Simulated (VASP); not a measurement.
Here is a VASP 6.6.1 calculation.

The input INCAR:

```
ALGO     = Normal         # electronic algorithm
EDIFF    = 1E-7           # SCF threshold, eV
ENCUT    = 520            # plane-wave cutoff, eV
GGA      = PE             # functional
ISIF     = 2              # what is computed and relaxed
ISMEAR   = 0              # smearing method
ISPIN    = 2              # spin polarisation
LASPH    = True           # aspherical terms in the spheres
LCHARG   = False          # write CHGCAR
LMAXMIX  = 4              # l up to which the mixer works
LORBIT   = 11             # projections on sites
LREAL    = False          # projectors in reciprocal space
LWAVE    = False          # write WAVECAR
MAGMOM   = 2 2            # initial moments
NBANDS   = 20             # bands
NELM     = 150            # most SCF steps
PREC     = Accurate       # precision mode
SIGMA    = 0.027000000000000003 # smearing width, eV
```

The input KPOINTS:

```
k-points
0
Gamma
  12 12 7
```

File POSCAR:

```
Co
1.0
    2.4719999032      0.0000000000      0.0000000000
   -1.2359999516      2.1408147143      0.0000000000
    0.0000000000      0.0000000000      4.0211440800
Co
2
Direct
    0.6666666667      0.3333333333      0.7500000000
    0.3333333333      0.6666666667      0.2500000000
```

Potentials or basis: VASP PAW PBE potentials, release 64 (Co).

The run is started by

```console
$ cat potpaw_PBE.64/Co/POTCAR > POTCAR
$ mpirun -np 1 vasp_std > vasp.out
```

Q: Estimate the net moment.

A: 3.21 μB per cell.

Q: Estimate the pressure.

A: 3.9 GPa.

Stress tensor (GPa, compression positive):
```
4.98 0.00 0.00
0.00 4.98 0.00
0.00 0.00 1.79
```
